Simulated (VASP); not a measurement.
Write the native input for VASP 6.6.1 that does the following.

```yaml
Task: single point
Functional: LDA
Potentials_or_basis: VASP PAW LDA potentials, release 64 (Co, Si)
Cutoff: 520 eV
k_mesh: 10 × 10 × 10
Occupations: fermi-dirac, width 0.05 eV
Spin: collinear spin, ferromagnetic start
Starting_moments: "[2.0, 0.0] μB"
Dipole_correction: no
Further_INCAR_settings: ALGO = Normal; EDIFF = 1e-06; NBANDS = 18
```

The structure of CoSi lies in POSCAR:

```
CoSi
1.0
    2.7997539673      0.0000000000      0.0000000000
    0.0000000000      2.7997539673      0.0000000000
    0.0000000000      0.0000000000      2.7997539673
Co Si
1 1
Direct
    0.0000000000      0.0000000000      0.0000000000
    0.5000000000      0.5000000000      0.5000000000
```

This cell differs from its parent crystal: volume scaled by 1.02.

The input as run:

INCAR

```
PREC = Accurate ; ENCUT = 520
EDIFF = 1E-6 ; ISMEAR = -1
SIGMA = 0.05 ; LREAL = F
LASPH = T ; NELM = 150
ALGO = Normal ; ISIF = 2
LWAVE = F ; LCHARG = T
ISPIN = 2 ; MAGMOM = 2 0
LORBIT = 11 ; LMAXMIX = 4
GGA = CA ; LELF = T
LVHAR = T ; NBANDS = 18
```

KPOINTS

```
regular mesh
0
Gamma
  10 10 10
```

Potentials or basis: VASP PAW LDA potentials, release 64 (Co, Si).

Command:

```sh
$ cat potpaw_LDA.64/Co/POTCAR potpaw_LDA.64/Si/POTCAR > POTCAR
$ mpirun -np 1 vasp_std > vasp.out
```

It gave:

```
Pressure                                              : -15.7 GPa
Net moment                                            : 0.37 μB per cell
Site moments                                          : Co +0.37; Si +0.01 μB
Valence electrons inside the program's atomic spheres : Co 8.59; Si 1.57
```

Wall time 27 s on 1 thread of AMD EPYC 9R45 96-Core Processor (Zen 5) (shared host), peak memory 0.13 GiB.
